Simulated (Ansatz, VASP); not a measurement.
## One calculation of LiNbO3, two programs

```
CELL_PARAMETERS angstrom
2.66342 1.53773 4.71887
-2.66342 1.53773 4.71887
0.00000 -3.07545 4.71887
ATOMIC_POSITIONS crystal
Li 0.28159 0.28159 0.28159
Li 0.78159 0.78159 0.78159
Nb 0.00049 0.00049 0.00049
Nb 0.50049 0.50049 0.50049
O 0.11046 0.35803 0.72110
O 0.72110 0.11046 0.35803
O 0.35803 0.72110 0.11046
O 0.22110 0.85803 0.61046
O 0.85803 0.61046 0.22110
O 0.61046 0.22110 0.85803
```

Alike in both runs: task single point; functional PBE; k mesh 6 × 6 × 6; occupations gaussian, width 0.05 eV; no spin polarisation.

|  | VASP | Ansatz |
| --- | --- | --- |
| version | VASP 6.6.1 | Ansatz 0.2.0 |
| potentials or method | VASP PAW PBE potentials, release 64 (Li_sv, Nb_sv, O), cutoff 520 eV | scalar-relativistic, plane waves, PAW |
| valence electrons in the cell | 68 | 68 |

Ansatz gave:

* gap on the k mesh at the Fermi level (eV): 3.27
* least direct gap on the mesh (eV): 3.31
* rms of the force components (eV/Å): 0.387

Problem. Estimate VASP's values.

Solution. gap on the k mesh at the Fermi level (eV): 3.26; least direct gap on the mesh (eV): 3.30; rms of the force components (eV/Å): 0.384.

Atom by atom the forces differ by 0.008 eV/Å (rms over components).

Noted on VASP's run: the cutoff is short for stress, so the pressure is rough.
